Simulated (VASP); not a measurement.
A run of VASP 6.6.1 is set up as follows.

File INCAR:

```
SYSTEM = NbAs
ALGO = Normal ; EDIFF = 1E-6
ENCUT = 500 ; GGA_COMPAT = .FALSE.
ISIF = 2 ; ISMEAR = -1
LASPH = .TRUE. ; LCHARG = .FALSE.
LREAL = .FALSE. ; LWAVE = .FALSE.
NBANDS = 16 ; NELM = 120
PREC = Accurate ; SIGMA = 0.05
```

KPOINTS

```
k-points
0
G
  14 14 14
  0 0 0
```

Contents of POSCAR:

```
NbAs
1.0
    0.0000000000      2.3837350143      2.3837350143
    2.3837350143      0.0000000000      2.3837350143
    2.3837350143      2.3837350143      0.0000000000
Nb As
1 1
Direct
    0.0000000000      0.0000000000      0.0000000000
    0.5000000000      0.5000000000      0.5000000000
```

Potentials or basis: VASP PAW LDA potentials, release 64 (Nb_sv, As).

The run is started by

```console
$ cat potpaw_LDA.64/Nb_sv/POTCAR potpaw_LDA.64/As/POTCAR > POTCAR
$ mpirun -np 1 vasp_std > vasp.out
```

Problem. Predict the pressure.

Solution. 71.9 GPa.

Problem. What does it give for the band gap on the k mesh?

Solution. Zero (bands 9 and 10 overlap by 2.70 eV).

Caveat: the cell stands under pressure.
